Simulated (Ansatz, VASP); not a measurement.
## WS2 in VASP and in Ansatz

```xyz
6
Lattice="3.0483 0.0860 0.0860 -1.4497 2.5969 0.0315 0.6419 0.6419 22.7590" Properties=species:S:1:pos:R:3 pbc="T T T"
W     0.4542    2.1645   14.3941
W     1.7863    1.1603    8.4824
S     0.2441    1.9543    6.9432
S     1.9106    1.2846   12.8886
S     0.3299    2.0402    9.9879
S     1.9964    1.3704   15.9333
```

Change from the starting cell: equal engineering shear yz, xz and xy +0.0550, equal normal strain along x, y and z -0.0250.

Alike in both runs: task single point; functional LDA; k mesh 12 × 12 × 2; occupations gaussian, width 0.05 eV; no spin polarisation.

```csv
,VASP,Ansatz
version,VASP 6.6.1,Ansatz 0.2.0
potentials or method,"VASP PAW LDA potentials, release 64 (W_sv, S), cutoff 520 eV","scalar-relativistic, plane waves, PAW"
valence electrons in the cell,52,52
```

```tsv
	VASP	Ansatz	Ansatz less VASP
gap on the k mesh at the Fermi level (eV)	1.26	1.25	-0.011
least direct gap on the mesh (eV)	2.10	2.08	-0.012
rms of the force components (eV/Å)	1.152	1.133	-0.0189
```

Ansatz warns that its potentials were made for another functional, while VASP's fit it. LDA's correlation is that of Perdew and Zunger in VASP and of Perdew and Wang (1992) in Ansatz. Atom by atom the forces differ by 0.023 eV/Å (rms over components).

Neither program's run includes spin-orbit coupling.
